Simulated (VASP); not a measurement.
# Na (Im-3m) in VASP: further runs

Runs on Na. Level: PBEsol. Tasks: single point.

All numbers are computed with VASP 6.6.1; they aren't measurements. Logs are shortened: lines on timing, memory, paths and dates and some standing lists are left out, and cuts for length are marked.

## 1. The cell of the first run

Symmetry: Im-3m, No. 229, cubic system. The conventional cell has a = 4.224 Å, b = 4.224 Å, c = 4.224 Å, α = 90.00°, β = 90.00°, γ = 90.00°. Na (site symmetry m-3m) has 14 Na at 3.66 to 4.22 Å within 4.8 Å.

## 2. Single point, PBEsol

INCAR

```
SYSTEM = Na
ALGO = Normal ; EDIFF = 1E-6
ENCUT = 520 ; GGA = PS
ISIF = 2 ; ISMEAR = -1
LASPH = .TRUE. ; LCHARG = .FALSE.
LREAL = .FALSE. ; LWAVE = .FALSE.
NBANDS = 10 ; NELM = 80
PREC = Accurate ; SIGMA = 0.05
```

KPOINTS

```
k-points
0
G
  9 9 9
  0 0 0
```

POSCAR

```
Na
1.0
   -2.1120640205      2.1120640205      2.1120640205
    2.1120640205     -2.1120640205      2.1120640205
    2.1120640205      2.1120640205     -2.1120640205
Na
1
Direct
    0.0000000000      0.0000000000      0.0000000000
```

Potentials or basis: VASP PAW PBE potentials, release 64 (Na_pv).

Launch:

```
$ cat potpaw_PBE.64/Na_pv/POTCAR > POTCAR
$ mpirun -np 1 vasp_std > vasp.out
```

OUTCAR:

```text
SYSTEM = Na
   EDIFF = 1E-6
   ENCUT = 520
   GGA = PS
   ISIF = 2
   ISMEAR = -1
   LASPH = .TRUE.
   LREAL = .FALSE.
   NELM = 80
   PREC = Accurate

 ion  position               nearest neighbor table
   1  0.000  0.000  0.000-

  LATTYP: Found a body centered cubic cell.
 ALAT       =     4.2241280410

  Lattice vectors:

 A1 = (  -2.1120640205,   2.1120640205,   2.1120640205)
 A2 = (   2.1120640205,  -2.1120640205,   2.1120640205)
 A3 = (   2.1120640205,   2.1120640205,  -2.1120640205)

Analysis of symmetry for initial positions (statically):
=====================================================================
 Subroutine PRICEL returns:
 Original cell was already a primitive cell.

 Routine SETGRP: Setting up the symmetry group for a
 body centered cubic supercell.

 Subroutine GETGRP returns: Found 48 space group operations
[... 9 lines left out ...]

 Routine SETGRP: Setting up the symmetry group for a
 body centered cubic supercell.

 Subroutine GETGRP returns: Found 48 space group operations
[... 11 lines left out ...]
                                     Primitive cell

  volume of cell :      37.6861

  direct lattice vectors                    reciprocal lattice vectors
    -2.112064021  2.112064021  2.112064021     0.000000000  0.236735248  0.236735248
     2.112064021 -2.112064021  2.112064021     0.236735248  0.000000000  0.236735248
     2.112064021  2.112064021 -2.112064021     0.236735248  0.236735248  0.000000000

  length of vectors
     3.658202192  3.658202192  3.658202192     0.334794199  0.334794199  0.334794199

  position of ions in fractional coordinates (direct lattice)
     0.000000000  0.000000000  0.000000000

  ion indices of the primitive-cell ions
   primitive index   ion index
                 1           1

----------------------------------------------------------------------------------------

 KPOINTS: k-points

Automatic generation of k-mesh.
 Grid dimensions read from file:
 generate k-points for:    9    9    9

 Generating k-lattice:

  Cartesian coordinates                     Fractional coordinates (reciprocal lattice)
     0.000000000  0.026303916  0.026303916     0.111111111  0.000000000  0.000000000
     0.026303916  0.000000000  0.026303916     0.000000000  0.111111111  0.000000000
     0.026303916  0.026303916  0.000000000     0.000000000  0.000000000  0.111111111

  Length of vectors
     0.037199355  0.037199355  0.037199355

  Shift w.r.t. Gamma in fractional coordinates (k-lattice)
     0.000000000  0.000000000  0.000000000

 Subroutine IBZKPT returns following result:
 ===========================================

 Found     35 irreducible k-points:

 Following reciprocal coordinates:
            Coordinates               Weight
  0.000000  0.000000  0.000000      1.000000
  0.111111  0.000000  0.000000     12.000000
  0.222222  0.000000  0.000000     12.000000
  0.333333  0.000000  0.000000     12.000000
  0.444444  0.000000  0.000000     12.000000
  0.111111  0.111111  0.000000     24.000000
[... 16 lines left out ...]
 -0.333333  0.444444  0.111111     48.000000
 -0.444444 -0.444444  0.111111     24.000000
 [... further k-points ...]
   k-points           NKPTS =     35   k-points in BZ     NKDIM =     35   number of bands    NBANDS=     10
   number of dos      NEDOS =    301   number of ions     NIONS =      1
   total plane-waves  NPLWV =  21952
   dimension x,y,z NGX =    28 NGY =   28 NGZ =   28
   dimension x,y,z NGXF=    56 NGYF=   56 NGZF=   56
   ions per type =               1
   NGX,Y,Z   is equivalent  to a cutoff of  12.72, 12.72, 12.72 a.u.
   NGXF,Y,Z  is equivalent  to a cutoff of  25.45, 25.45, 25.45 a.u.
 SYSTEM =  Na
   PREC   = accura    normal or accurate (medium, high low for compatibility)
   ISTART =      0    job   : 0-new  1-cont  2-samecut
   ICHARG =      2    charge: 1-file 2-atom 10-const
   ISPIN  =      1    spin polarized calculation?
   LNONCOLLINEAR =      F non collinear calculations
   LSORBIT =      F    spin-orbit coupling
   LASPH  =      T    aspherical Exc in radial PAW
   ENCUT  =  520.0 eV  38.22 Ry    6.18 a.u.   6.80  6.80  6.80*2*pi/ulx,y,z
   NELM   =     80;   NELMIN=  2; NELMDL= -5     # of ELM steps
   EDIFF  = 0.1E-05   stopping-criterion for ELM
   LREAL  =      F    real-space projection
   EDIFFG = 0.1E-04   stopping-criterion for IOM
   NSW    =      0    number of steps for IOM
   IBRION =     -1    ionic relax: 0-MD 1-quasi-New 2-CG
   NFREE  =      0    steps in history (QN), initial steepest desc. (CG)
   ISIF   =      2    stress and relaxation
   ISYM   =      2    0-nonsym 1-usesym 2-fastsym
   POTIM  = 0.5000    time-step for ionic-motion
   TEBEG  =    0.0;   TEEND  =   0.0 temperature during run
   PSTRESS=    0.0 pullay stress
   NELECT =       7.0000    total number of electrons
   NUPDOWN=      -1.0000    fix difference up-down
   EMIN   =  10.00;   EMAX   =-10.00  energy-range for DOS
   EFERMI =   0.00;   METHOD = LEGACY
   ISMEAR =    -1;   SIGMA  =   0.05  broadening in eV -4-tet -1-fermi 0-gaus
   EFERMI_NEDOS =   21; number of points for ismear=-14 and -15
   IALGO  =     38    algorithm
   IMIX   =      4    mixing-type and parameters
     AMIX     =   0.40;   BMIX     =  1.00
     AMIX_MAG =   1.60;   BMIX_MAG =  1.00
  volume/ion in A,a.u.               =      37.69       254.32
  Fermi-wavevector in a.u.,A,eV,Ry     =   0.934072  1.765140 11.870958  0.872491
  Thomas-Fermi vector in A             =   2.060839
   LORBIT       =      0    0 simple, 1 ext, 2 COOP (PROOUT), +10 PAW based schemes
   GGA     = PS    functional components
   LHFCALC =     F    Hartree Fock is set to
   AEXX    =    0.0000 exact exchange contribution
   IVDW    =     0    specifies the selected vdW correction
   LEPSILON=     F    determine dielectric tensor
   LRPA    =     F    only Hartree local field effects (RPA)
 non-spin polarized calculation
  energy-cutoff  :      520.00
  volume of cell :       37.69
 maximum number of plane-waves:      1027
   NGX = 13   NGY = 13   NGZ = 13

 number of electron       7.0000010 magnetization

 Free energy of the ion-electron system (eV)
  ---------------------------------------------------
  ext. energy  EPLUGINS =         0.00000000
  ---------------------------------------------------
  free energy    TOTEN  =        -1.40482531 eV

  energy without entropy =       -1.40159811  energy(sigma->0) =       -1.40321171

 E-fermi :   0.2447     XC(G=0):  -6.4579

 val. band max:        0.1480597409   @ k =  -0.3333   0.4444   0.1111
 cond. band min:       0.3435490333   @ k =   0.4444   0.0000   0.0000
 fundamental gap:      0.1954892924
 Fermi energy:         0.2446689420

 k-point     1 :       0.0000    0.0000    0.0000
  band No.  band energies     occupation
      1     -24.5391      2.00000
      2     -24.5391      2.00000
      3     -24.5391      2.00000
      4      -2.9835      2.00000
      5      11.8850      0.00000
      6      11.8850      0.00000
      7      11.8850      0.00000
      8      12.8800      0.00000
      9      12.8800      0.00000
     10      13.4151      0.00000

 k-point     2 :       0.1111    0.0000    0.0000
  band No.  band energies     occupation
      1     -24.5432      2.00000
      2     -24.5405      2.00000
      3     -24.5391      2.00000
      4      -2.7686      2.00000
      5       9.6681      0.00000
      6      10.8362      0.00000
      7      11.1898      0.00000
      8      11.6761      0.00000
      9      12.2090      0.00000
     10      13.7610      0.00000

 k-point     3 :       0.2222    0.0000    0.0000
  band No.  band energies     occupation
      1     -24.5533      2.00000
      2     -24.5439      2.00000
      3     -24.5391      2.00000
      4      -2.1295      2.00000
      5       6.8696      0.00000
      6       9.6602      0.00000
      7      10.2922      0.00000
      8      10.5732      0.00000
      9      11.5875      0.00000
     10      14.2403      0.00000

 k-point     4 :       0.3333    0.0000    0.0000
  band No.  band energies     occupation
      1     -24.5647      2.00000
      2     -24.5478      2.00000
      3     -24.5391      2.00000
      4      -1.0813      2.00000
      5       4.3687      0.00000
      6       8.8512      0.00000
      7       9.6614      0.00000
      8       9.8362      0.00000
      9      10.9453      0.00000
     10      15.0797      0.00000

 k-point     5 :       0.4444    0.0000    0.0000
  band No.  band energies     occupation
      1     -24.5721      2.00000
      2     -24.5503      2.00000
      3     -24.5391      2.00000
      4       0.3435      0.24315
      5       2.2184      0.00000
      6       8.4434      0.00000
      7       9.3432      0.00000
      8       9.4687      0.00000
      9      10.5732      0.00000
     10      16.0384      0.00000

 k-point     6 :       0.1111    0.1111    0.0000
  band No.  band energies     occupation
      1     -24.5501      2.00000
      2     -24.5420      2.00000
      3     -24.5401      2.00000
      4      -2.3416      2.00000
      5       8.1214      0.00000
      6       8.6598      0.00000
      7      10.3332      0.00000
      8      11.6510      0.00000
      9      12.4236      0.00000
     10      13.9982      0.00000

 k-point     7 :       0.2222    0.1111    0.0000
  band No.  band energies     occupation
      1     -24.5601      2.00000
      2     -24.5461      2.00000
      3     -24.5405      2.00000
      4      -1.4981      2.00000
      5       5.6888      0.00000
      6       7.5093      0.00000
      7       9.4700      0.00000
      8      11.0705      0.00000
      9      12.6201      0.00000
     10      13.5891      0.00000

 k-point     8 :       0.3333    0.1111    0.0000
  band No.  band energies     occupation
      1     -24.5685      2.00000
      2     -24.5502      2.00000
      3     -24.5405      2.00000
      4      -0.2587      1.99992
      5       3.3851      0.00000
      6       6.9107      0.00000
      7       8.9265      0.00000
      8      10.5504      0.00000
      9      12.4486      0.00000
     10      14.2803      0.00000

 k-point     9 :       0.4444    0.1111   -0.0000
  band No.  band energies     occupation
      1     -24.5718      2.00000
      2     -24.5518      2.00000
      3     -24.5406      2.00000
      4       1.1463      0.00000
      5       1.6223      0.00000
      6       6.7129      0.00000
      7       8.7424      0.00000
      8      10.3680      0.00000
      9      12.3101      0.00000
     10      15.1830      0.00000
[... 118 lines left out ...]
 k-point    19 :      -0.2222    0.2222    0.1111
  band No.  band energies     occupation
      1     -24.5531      2.00000
      2     -24.5454      2.00000
      3     -24.5424      2.00000
      4      -1.9181      2.00000
      5       7.0208      0.00000
      6       8.4663      0.00000
      7       9.2993      0.00000
      8      11.0788      0.00000
      9      11.8252      0.00000
     10      13.3410      0.00000

 k-point    20 :      -0.3333    0.3333    0.1111
  band No.  band energies     occupation
      1     -24.5640      2.00000
      2     -24.5493      2.00000
      3     -24.5422      2.00000
      4      -0.8742      2.00000
      5       4.5530      0.00000
      6       7.7204      0.00000
      7       8.6545      0.00000
      8      11.1719      0.00000
      9      11.6884      0.00000
     10      12.7676      0.00000

 k-point    21 :      -0.2222    0.3333    0.1111
  band No.  band energies     occupation
      1     -24.5602      2.00000
      2     -24.5494      2.00000
      3     -24.5443      2.00000
      4      -1.0812      2.00000
      5       5.7859      0.00000
      6       6.4981      0.00000
      7       9.3226      0.00000
      8      10.4656      0.00000
      9      11.4947      0.00000
     10      14.8895      0.00000

 k-point    22 :      -0.4444    0.4444    0.1111
  band No.  band energies     occupation
      1     -24.5711      2.00000
      2     -24.5519      2.00000
      3     -24.5420      2.00000
      4       0.5442      0.00500
      5       2.4167      0.00000
      6       7.3459      0.00000
      7       8.2839      0.00000
      8      10.8274      0.00000
      9      11.9444      0.00000
     10      13.2297      0.00000

 k-point    23 :      -0.3333    0.4444    0.1111
  band No.  band energies     occupation
      1     -24.5671      2.00000
      2     -24.5538      2.00000
      3     -24.5446      2.00000
      4       0.1481      1.74698
      5       3.7478      0.00000
      6       5.6638      0.00000
      7       9.1516      0.00000
      8      10.8348      0.00000
      9      11.2527      0.00000
     10      14.0825      0.00000

 k-point    24 :      -0.4444   -0.4444    0.1111
  band No.  band energies     occupation
      1     -24.5698      2.00000
      2     -24.5557      2.00000
      3     -24.5445      2.00000
      4       1.5289      0.00000
      5       2.0289      0.00000
      6       5.4485      0.00000
      7       9.0091      0.00000
      8      10.7373      0.00000
      9      12.0926      0.00000
     10      13.0845      0.00000

 [... further k-points ...]
[... 5 lines left out ...]
  --------------------------------------------------------------------------------------
  -------------------------------------------------------------------------------------
  Total       -0.0728736     -0.0728736     -0.0728736      0.0000000      0.0000000     -0.0000000
  in kB       -3.0981284     -3.0981284     -3.0981284      0.0000000      0.0000000     -0.0000000
  external PRESSURE =      -3.0981284 kB  Pullay stress =       0.0000000 kB

 VOLUME and BASIS-vectors are now :
 -----------------------------------------------------------------------------
  energy-cutoff  :      520.00
  volume of cell :       37.69
      direct lattice vectors                 reciprocal lattice vectors
    -2.112064021  2.112064021  2.112064021     0.000000000  0.236735248  0.236735248
     2.112064021 -2.112064021  2.112064021     0.236735248  0.000000000  0.236735248
     2.112064021  2.112064021 -2.112064021     0.236735248  0.236735248  0.000000000

 POSITION                                       TOTAL-FORCE (eV/Angst)
 -----------------------------------------------------------------------------------
      0.00000      0.00000      0.00000         0.000000     -0.000000      0.000000
 -----------------------------------------------------------------------------------
    total drift:                               -0.000000     -0.000000     -0.000000

  FREE ENERGIE OF THE ION-ELECTRON SYSTEM (eV)
  ---------------------------------------------------
  free  energy   TOTEN  =        -1.4048253137 eV

  energy  without entropy=       -1.4015981110  energy(sigma->0) =       -1.40321171
```

Wall time 3.5 s (1 thread of Intel Xeon 6975P-C (Granite Rapids), shared host); peak memory 0.15 GiB.

Results:

```
Free energy : -1.4048 eV
Pressure    : -0.3 GPa
```

Levels at points of the mesh, in eV from the Fermi level:
```tsv
k point	band 1	band 2	band 3	band 4	band 5	band 6	band 7	band 8
(0.00, 0.00, 0.00)	-24.78	-24.78	-24.78	-3.23	11.64	11.64	11.64	12.64
```

Caveat: the PAW data sets were made with another functional, which shifts forces and pressure a little.

(Part 1 of 2 ends here.)
